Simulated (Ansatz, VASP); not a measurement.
SrCl2 in VASP and in Ansatz

```
CELL_PARAMETERS angstrom
2.45672 1.41839 4.01532
-2.45672 1.41839 4.01532
0.00000 -2.83678 4.01532
ATOMIC_POSITIONS crystal
Sr 0.00000 0.00000 0.00000
Cl 0.24995 0.24995 0.24995
Cl 0.75005 0.75005 0.75005
```

Alike in both runs: task single point; functional r2SCAN; k mesh 6 × 6 × 6; no spin polarisation.

|  | VASP | Ansatz |
| --- | --- | --- |
| version | VASP 6.6.1 | Ansatz 0.2.0 |
| potentials or method | VASP PAW PBE potentials, release 64 (Sr_sv, Cl) | plane waves, PAW |
| plane-wave cutoff (eV) | 520 | 500 |
| occupations | gaussian, width 0.01 eV | fixed |
| valence electrons in the cell | 24 | 24 |

|  | VASP | Ansatz | Ansatz less VASP |
| --- | --- | --- | --- |
| gap on the k mesh at the Fermi level (eV) | 5.98 | 5.98 | -0.001 |

VASP's potentials were made for PBE, not for r2SCAN.
